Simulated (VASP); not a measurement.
# Ta4O (P1) in VASP: further runs, part 2 of 2

VASP 6.6.1. The steps go on from the part before.

## 4. Single point, PBE

Input file INCAR:

```
PREC     = Accurate       # precision mode
ENCUT    = 520            # plane-wave cutoff, eV
EDIFF    = 1E-6           # SCF threshold, eV
ISMEAR   = 0              # smearing method
SIGMA    = 0.1            # smearing width, eV
LREAL    = F              # projectors in reciprocal space
LASPH    = T              # aspherical terms in the spheres
NELM     = 80             # most SCF steps
ALGO     = Normal         # electronic algorithm
ISIF     = 2              # what is computed and relaxed
LWAVE    = F              # write WAVECAR
LCHARG   = F              # write CHGCAR
GGA      = PE             # functional
NBANDS   = 33             # bands
```

Input file KPOINTS:

```
regular mesh
0
Gamma
  4 4 2
```

Input file POSCAR:

```
Ta4O
1.0
    3.2320470291     -0.0152481768      0.0288595295
   -0.0152481768      3.2607564900     -0.0239794059
    0.0656424534     -0.0545423666      7.3830922482
Ta O
4 1
Direct
    0.0557881040      0.0175980815      0.4959207976
    0.5099888585      0.4844793375      0.7830196518
    0.4958958890      0.5104955771      0.2247411169
    0.0271957279      0.0119959521     -0.0099535760
    0.4860972249      0.4512680640      0.5148622201
```

Potentials or basis: VASP PAW PBE potentials, release 64 (Ta_pv, O).

On the command line:

```sh
> cat potpaw_PBE.64/Ta_pv/POTCAR potpaw_PBE.64/O/POTCAR > POTCAR
> mpirun -np 1 vasp_std > vasp.out
```

OUTCAR:

```text
PREC = Accurate
   ENCUT = 520
   EDIFF = 1E-6
   ISMEAR = 0
   LREAL = F
   LASPH = T
   NELM = 80
   ISIF = 2
   GGA = PE

 ion  position               nearest neighbor table
   1  0.056  0.018  0.496-   5 1.98   5 2.33   5 2.33   5 2.60   3 2.93   3 2.93   2 2.99   2 3.12
                             2 3.15   3 3.16   3 3.19   2 3.25
   2  0.510  0.484  0.783-   5 1.98   4 2.66   4 2.76   4 2.78   4 2.84   1 2.99   1 3.12   1 3.15
                             1 3.25   3 3.26
   3  0.496  0.510  0.225-   5 2.15   4 2.81   4 2.86   4 2.91   4 2.92   1 2.93   1 2.93   1 3.16
                             1 3.19   2 3.26
   4  0.027  0.012  0.990-   2 2.66   2 2.76   2 2.78   3 2.81   2 2.84   3 2.86   3 2.91   3 2.92

   5  0.486  0.451  0.515-   1 1.98   2 1.98   3 2.15   1 2.33   1 2.33   1 2.60

  LATTYP: Found a triclinic cell.
 ALAT       =     3.2322118398
 B/A-ratio  =     1.4137652929
 C/A-ratio  =     2.2843754906
 COS(alpha) =     0.0020797679
 COS(beta)  =     0.0178528455
 COS(gamma) =     0.7005810707

  Lattice vectors:

 A1 = (   3.2320470291,  -0.0152481768,   0.0288595295)
 A2 = (   3.2167988523,   3.2455083132,   0.0048801236)
 A3 = (   0.0656424534,  -0.0545423666,   7.3830922482)

Analysis of symmetry for initial positions (statically):
=====================================================================
 Subroutine PRICEL returns:
 Original cell was already a primitive cell.

 Routine SETGRP: Setting up the symmetry group for a
 triclinic supercell.

 Subroutine GETGRP returns: Found  1 space group operations
 (whereof  1 operations were pure point group operations)
 out of a pool of  2 trial point group operations.

The static configuration has the point symmetry C_1 .

Analysis of symmetry for dynamics (positions and initial velocities):
=====================================================================
 Subroutine PRICEL returns:
[... 128 lines left out ...]
   IMIX   =      4    mixing-type and parameters
     AMIX     =   0.40;   BMIX     =  1.00
     AMIX_MAG =   1.60;   BMIX_MAG =  1.00
  volume/ion in A,a.u.               =      15.56       105.00
  Fermi-wavevector in a.u.,A,eV,Ry     =   1.412784  2.669775 27.156676  1.995959
  Thomas-Fermi vector in A             =   2.534497
   LORBIT       =      0    0 simple, 1 ext, 2 COOP (PROOUT), +10 PAW based schemes
   GGA     = PE    functional components
   LHFCALC =     F    Hartree Fock is set to
   AEXX    =    0.0000 exact exchange contribution
   IVDW    =     0    specifies the selected vdW correction
   LEPSILON=     F    determine dielectric tensor
   LRPA    =     F    only Hartree local field effects (RPA)
 non-spin polarized calculation
 Gauss-broadening in eV      SIGMA  =   0.10
  energy-cutoff  :      520.00
  volume of cell :       77.80
 maximum number of plane-waves:      2116
   NGX = 13   NGY = 13   NGZ = 27

 number of electron      50.0000003 magnetization

 Free energy of the ion-electron system (eV)
  ---------------------------------------------------
  ext. energy  EPLUGINS =         0.00000000
  ---------------------------------------------------
  free energy    TOTEN  =       -54.50995964 eV

  energy without entropy =      -54.48598573  energy(sigma->0) =      -54.49797269

 E-fermi :   6.4109     XC(G=0): -12.6401

 val. band max:        6.3913754850   @ k =   0.0000   0.0000   0.0000
 cond. band min:       6.4386472461   @ k =   0.2500   0.2500  -0.0000
 fundamental gap:      0.0472717611
 Fermi energy:         6.4108765555

 k-point     1 :       0.0000    0.0000    0.0000
  band No.  band energies     occupation
      1     -29.0719      2.00000
      2     -28.9554      2.00000
      3     -28.6532      2.00000
      4     -28.1426      2.00000
      5     -27.9895      2.00000
      6     -27.7736      2.00000
[... 709 lines left out ...]
     32      10.9635      0.00000
     33      11.0804      0.00000

------------------------ aborting loop because EDIFF is reached ----------------------------------------

  FORCE on cell =-STRESS in cart. coord.  units (eV):
  Direction    XX          YY          ZZ          XY          YZ          ZX
  --------------------------------------------------------------------------------------
  -------------------------------------------------------------------------------------
  Total        3.6421665      4.2837929      3.1734147      2.6783534      0.3924804      0.3929434
  in kB       75.0072838     88.2210273     65.3537440     55.1583831      8.0827965      8.0923301
  external PRESSURE =      76.1940184 kB  Pullay stress =       0.0000000 kB

 VOLUME and BASIS-vectors are now :
 -----------------------------------------------------------------------------
  energy-cutoff  :      520.00
  volume of cell :       77.80
      direct lattice vectors                 reciprocal lattice vectors
     3.232047029 -0.015248177  0.028859530     0.309432641  0.001426836 -0.002740599
    -0.015248177  3.260756490 -0.023979406     0.001426836  0.306700542  0.002253055
     0.065642453 -0.054542367  7.383092248    -0.001204897  0.000990550  0.135462633

 POSITION                                       TOTAL-FORCE (eV/Angst)
 -----------------------------------------------------------------------------------
      0.21259      0.02948      3.66262        -2.338938     -1.932887     -0.205791
      1.69232      1.52928      5.78421         1.149553      0.876402      0.953083
      1.60973      1.64478      1.66135         0.917009      0.205516     -0.278968
      0.15270     -0.01530      7.31010        -1.051204     -0.588548      1.253153
      1.59800      1.43598      3.80448         1.323580      1.439517     -1.721477
 -----------------------------------------------------------------------------------
    total drift:                                0.000513     -0.000250     -0.000620

  FREE ENERGIE OF THE ION-ELECTRON SYSTEM (eV)
  ---------------------------------------------------
  free  energy   TOTEN  =       -54.5099596446 eV

  energy  without entropy=      -54.4859857312  energy(sigma->0) =      -54.49797269
```

OSZICAR:

```text
N       E                     dE             d eps       ncg     rms          rms(c)
DAV:   1     0.494337292547E+03    0.49434E+03   -0.27706E+04  1320   0.159E+03
DAV:   2    -0.330980195278E+02   -0.52744E+03   -0.51209E+03  1487   0.468E+02
DAV:   3    -0.583167361656E+02   -0.25219E+02   -0.24567E+02  1685   0.945E+01
DAV:   4    -0.588113931122E+02   -0.49466E+00   -0.49041E+00  1639   0.128E+01
DAV:   5    -0.588245316487E+02   -0.13139E-01   -0.13125E-01  1718   0.163E+00    0.322E+01
DAV:   6    -0.560595731667E+02    0.27650E+01   -0.23497E+01  1757   0.380E+01    0.160E+01
DAV:   7    -0.556727919043E+02    0.38678E+00   -0.15037E+01  1831   0.190E+01    0.110E+01
DAV:   8    -0.545541004979E+02    0.11187E+01   -0.40993E+00  1760   0.146E+01    0.318E+00
DAV:   9    -0.545269044615E+02    0.27196E-01   -0.59874E-01  1703   0.597E+00    0.968E-01
DAV:  10    -0.545127528645E+02    0.14152E-01   -0.13162E-01  1646   0.262E+00    0.630E-01
DAV:  11    -0.545100396171E+02    0.27132E-02   -0.16670E-02  1695   0.114E+00    0.336E-01
DAV:  12    -0.545100468771E+02   -0.72600E-05   -0.40898E-03  1712   0.461E-01    0.920E-02
DAV:  13    -0.545099571003E+02    0.89777E-04   -0.60172E-04  1687   0.186E-01    0.430E-02
DAV:  14    -0.545099633261E+02   -0.62258E-05   -0.60035E-05  1712   0.517E-02    0.168E-02
DAV:  15    -0.545099613334E+02    0.19927E-05   -0.27121E-05  1808   0.350E-02    0.617E-03
DAV:  16    -0.545099598887E+02    0.14447E-05   -0.35167E-06  1319   0.130E-02    0.159E-03
DAV:  17    -0.545099596446E+02    0.24406E-06   -0.31231E-07   847   0.395E-03
   1 F= -.54509960E+02 E0= -.54497973E+02  d E =-.239739E-01
```

Wall time 22 s (1 thread of Intel Xeon 6975P-C (Granite Rapids), shared host); peak memory 0.19 GiB.

What came out:

```
Free energy            : -54.5100 eV
Pressure               : 7.6 GPa
Largest force          : 3.041 eV/Å
Band gap on the k mesh : zero (band 25 reaches 6.77 eV, above the bottom of band 26 at 5.59 eV)
```

Forces in eV/Å, atoms in the order of the input:
```
Ta  -2.339 -1.933 -0.206
Ta   1.150  0.876  0.953
Ta   0.917  0.206 -0.279
Ta  -1.051 -0.589  1.253
O    1.324  1.440 -1.721
```

Stress tensor (GPa, compression positive):
```
7.50 5.52 0.81
5.52 8.82 0.81
0.81 0.81 6.54
```

Caveat: the k points lie up to 0.49 Å⁻¹ apart; spin-orbit coupling is left out, which moves the levels of the heavy elements; forces of over 1 eV/Å act on the atoms, so gaps and moduli don't describe the material at rest.

## 5. Summary

```csv
k mesh,gap on the mesh (eV),pressure (GPa),largest force (eV/Å)
1 × 1 × 1,0.04,8.9,5.36
2 × 2 × 1,0.21,10.5,4.51
4 × 4 × 2,none,7.6,3.04
```

Alike in all rows: task single point; level PBE; potentials or basis VASP PAW PBE potentials, release 64 (Ta_pv, O); no spin polarisation; cell as given; cutoff (eV) 520; smearing gaussian 0.1 eV.

Caveats: all runs use coarse meshes; spin-orbit coupling is left out, which moves the levels of the heavy elements; forces of over 1 eV/Å act on the atoms, so gaps and moduli don't describe the material at rest.

Absolute energies hang on the potentials; compare differences alone.
